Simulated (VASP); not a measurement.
# SnTe (zincblende type): single point with PBEsol

Crystal: SnTe (zincblende type).

```
CELL_PARAMETERS angstrom
0.00000 3.53749 3.53749
3.53749 0.00000 3.53749
3.53749 3.53749 0.00000
ATOMIC_POSITIONS crystal
Sn 0.00000 0.00000 0.00000
Te 0.25000 0.25000 0.25000
```

```json
{
 "Program": "VASP 6.6.1",
 "Task": "single point",
 "Functional": "PBEsol",
 "Potentials or basis": "VASP PAW PBE potentials, release 64 (Sn_d, Te)",
 "Cutoff": "520 eV",
 "k mesh": "12 × 12 × 12",
 "Occupations": "fermi-dirac, width 0.1 eV",
 "Spin": "no spin polarisation",
 "Dipole correction": "no",
 "k mesh for the DOS": "18 × 18 × 18",
 "Occupations for the DOS": "tetrahedron",
 "Further INCAR settings": "ALGO = Normal; EDIFF = 1e-06; NBANDS = 17"
}
```

The valence electrons inside the program's atomic spheres are Sn 12.09; Te 3.38.

Levels at points of the mesh, in eV from the Fermi level:
```csv
k point,band 8,band 9,band 10,band 11,band 12,band 13
"(0.00, 0.00, 0.00)",-2.10,-2.10,-2.10,0.93,0.93,0.93
"(0.50, 0.00, 0.00)",-2.68,-2.68,-2.17,1.76,1.76,3.59
"(0.50, 0.50, 0.00)",-3.40,-3.40,-0.76,-0.07,4.09,4.09
```

It took 2.7 min on 1 thread of Intel(R) Xeon(R) 6975P-C (Granite Rapids), on a shared host, peak memory 0.45 GiB.

Caveat: spin-orbit coupling is left out, which moves the levels of the heavy elements.
